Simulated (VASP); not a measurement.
# Li4Si: single point with PBE

The system is Li4Si.

```xyz
5
Lattice="4.8352 0.0000 0.0000 0.0000 4.8352 0.0000 0.0000 0.0000 4.8352" Properties=species:S:1:pos:R:3 pbc="T T T"
Li    0.0000    2.4176    2.4176
Li    2.4176    0.0000    2.4176
Li    2.4176    2.4176    0.0000
Li    0.0000    0.0000    0.0000
Si    2.4176    2.4176    2.4176
```

* Program: VASP 6.6.1
* Task: single point
* Functional: PBE
* Potentials or basis: VASP PAW PBE potentials, release 64 (Li_sv, Si)
* Cutoff: 520 eV
* k mesh: 8 × 8 × 8
* Occupations: gaussian, width 0.1 eV
* Spin: no spin polarisation
* Dipole correction: no
* Further INCAR settings: ALGO = Normal; EDIFF = 1e-06; NBANDS = 16

```
Band gap on the k mesh : zero (band 8 reaches 0.67 eV, above the bottom of band 9 at 0.65 eV)
```

Levels at points of the mesh, in eV from the Fermi level:
| k point | band 4 | band 5 | band 6 | band 7 | band 8 | band 9 | band 10 | band 11 | band 12 | band 13 |
| --- | --- | --- | --- | --- | --- | --- | --- | --- | --- | --- |
| (0.00, 0.00, 0.00) | -45.51 | -6.45 | -0.76 | -0.76 | -0.76 | -0.01 | 3.86 | 3.86 | 4.58 | 4.58 |
| (0.50, 0.00, 0.00) | -45.51 | -6.31 | -2.29 | -0.31 | -0.31 | 1.51 | 2.95 | 2.95 | 3.15 | 4.26 |
| (0.50, 0.50, 0.00) | -45.51 | -6.24 | -1.43 | -1.43 | -0.22 | 0.04 | 3.73 | 3.73 | 4.31 | 4.31 |
| (0.50, 0.50, 0.50) | -45.51 | -6.22 | -0.44 | -0.44 | -0.44 | 0.40 | 0.40 | 0.40 | 2.28 | 7.44 |

Wall time 45 s on 1 thread of AMD EPYC 7R43 64-Core Processor (Zen 3), on a shared host, peak memory 0.18 GiB.
